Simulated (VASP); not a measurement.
**AlGa7N8: single point with PBEsol**

Crystal: AlGa7N8.

```
Ga N Al
1.0
     8.96567    0.00000    0.00000
     0.00000    8.96567    0.00000
     0.00000    0.00000    8.96567
Ga N Al
28 32 4
Direct
  0.99919 0.99997 0.00140
  0.99954 0.00075 0.49923
  0.99896 0.50029 0.00263
  0.99973 0.49945 0.49760
  0.50064 0.99951 0.00052
  0.49994 0.00008 0.49987
  0.50057 0.50078 0.00205
  0.49985 0.50017 0.49851
  0.24923 0.25089 0.00195
  0.24886 0.25118 0.49839
  0.24961 0.74921 0.00132
  0.24979 0.74909 0.49899
  0.75077 0.25115 0.00194
  0.75047 0.25094 0.49849
  0.75010 0.74909 0.49913
  0.24899 0.00071 0.24995
  0.24968 0.00011 0.75031
  0.24964 0.50011 0.75031
  0.75067 0.99991 0.24959
  0.74983 0.99946 0.75104
  0.75016 0.50072 0.75094
  0.99970 0.25039 0.75039
  0.99882 0.74864 0.24937
  0.99908 0.74968 0.75097
  0.49989 0.25165 0.25023
  0.49993 0.25040 0.75033
  0.50058 0.74835 0.24954
  0.50053 0.75005 0.75094
  0.12119 0.12817 0.12827
  0.12483 0.12557 0.62475
  0.12775 0.62227 0.12839
  0.12385 0.62455 0.62458
  0.62461 0.12555 0.12551
  0.62546 0.12530 0.62478
  0.63134 0.62486 0.12553
  0.62454 0.62485 0.62482
  0.37236 0.37855 0.12823
  0.37468 0.37515 0.62438
  0.37484 0.87498 0.12556
  0.37489 0.87446 0.62503
  0.87494 0.37539 0.13154
  0.87505 0.37562 0.62503
  0.87192 0.87155 0.12222
  0.87472 0.87491 0.62446
  0.37506 0.12544 0.37487
  0.37463 0.12529 0.87614
  0.37160 0.62151 0.37127
  0.37512 0.62484 0.87569
  0.87786 0.12799 0.37172
  0.87467 0.12551 0.87578
  0.87154 0.62181 0.37176
  0.87239 0.62750 0.87901
  0.12451 0.37493 0.36871
  0.12398 0.37568 0.87595
  0.12388 0.87446 0.37445
  0.12474 0.87496 0.87601
  0.62790 0.37853 0.37183
  0.62495 0.37519 0.87607
  0.62484 0.87489 0.37481
  0.62793 0.87184 0.87866
  0.74957 0.74901 0.00094
  0.24870 0.49910 0.24999
  0.75015 0.49993 0.24910
  0.99932 0.25126 0.24996
```

| Item | Value |
| --- | --- |
| Program | VASP 6.6.1 |
| Task | single point |
| Functional | PBEsol |
| Potentials or basis | VASP PAW PBE potentials, release 64 (Ga_d, N, Al) |
| Cutoff | 700 eV |
| k mesh | 1 × 1 × 1, shifted |
| Occupations | fermi-dirac, width 0.05 eV |
| Spin | no spin polarisation |

* Pressure: -0.3 GPa
* Largest force: 0.017 eV/Å
* Band gap on the k mesh: 3.22 eV

Forces on the atoms (eV/Å):
```
Ga   0.006  0.001 -0.005
Ga   0.003 -0.009  0.006
Ga   0.005  0.001 -0.002
Ga  -0.005  0.003  0.000
Ga  -0.004  0.005  0.000
Ga   0.001 -0.003  0.003
Ga   0.000 -0.004 -0.006
Ga   0.000 -0.003  0.006
Ga   0.001 -0.004 -0.001
Ga   0.001 -0.008  0.003
Ga   0.002  0.007 -0.007
Ga   0.001  0.008  0.010
Ga  -0.005 -0.007  0.001
Ga  -0.007 -0.008  0.007
Ga  -0.001  0.009  0.009
Ga   0.007 -0.008  0.003
Ga  -0.005  0.000  0.002
Ga  -0.005 -0.001  0.002
Ga  -0.003 -0.002  0.000
Ga   0.001  0.009 -0.009
Ga  -0.003 -0.007 -0.011
Ga  -0.003  0.001 -0.001
Ga   0.003  0.007  0.005
Ga   0.008  0.005 -0.013
Ga   0.001 -0.008 -0.001
Ga   0.000  0.004  0.001
Ga  -0.009  0.007  0.004
Ga  -0.004  0.000 -0.007
N    0.001 -0.010 -0.007
N   -0.001 -0.001  0.001
N   -0.008  0.002 -0.006
N    0.003  0.000  0.003
N    0.000 -0.001 -0.004
N   -0.003 -0.001  0.000
N   -0.011 -0.006 -0.003
N    0.000  0.000  0.001
N    0.003 -0.006 -0.008
N    0.001  0.000  0.003
N    0.000 -0.002 -0.004
N    0.000  0.002  0.001
N   -0.006 -0.004 -0.009
N    0.000 -0.001  0.001
N    0.009  0.008  0.007
N   -0.001  0.000  0.001
N    0.000  0.002 -0.002
N    0.000 -0.001 -0.002
N    0.007  0.007  0.011
N   -0.002  0.000 -0.001
N   -0.005 -0.004 -0.002
N    0.001  0.001 -0.002
N    0.008  0.008  0.011
N    0.003 -0.007 -0.004
N    0.001  0.004  0.010
N    0.001 -0.002 -0.003
N    0.001  0.003  0.000
N    0.001 -0.002 -0.002
N   -0.006 -0.004  0.003
N    0.000  0.000 -0.002
N    0.001  0.001  0.000
N   -0.007  0.003 -0.005
Al   0.001  0.009  0.001
Al   0.009  0.009  0.006
Al   0.001 -0.001  0.008
Al   0.011 -0.002  0.000
```

Stress tensor (GPa, compression positive):
```
-0.31 -0.36 -0.36
-0.36 -0.30 -0.37
-0.36 -0.37 -0.34
```

Levels at points of the mesh, in eV from the valence-band top:
```csv
k point,band 265,band 266,band 267,band 268,band 269,band 270,band 271,band 272
"(0.25, 0.25, 0.25)",-0.39,-0.36,-0.01,0.00,3.22,4.11,4.12,4.12
```

Wall time 12 min on 1 thread of AMD EPYC 7R13 Processor (Zen 3), with other jobs on the host, peak memory 1.1 GiB.

Caveat: the PAW data sets were made with another functional, which shifts forces and pressure a little; a shifted mesh leaves out Γ, where band edges can lie. A k mesh can miss the band edges.
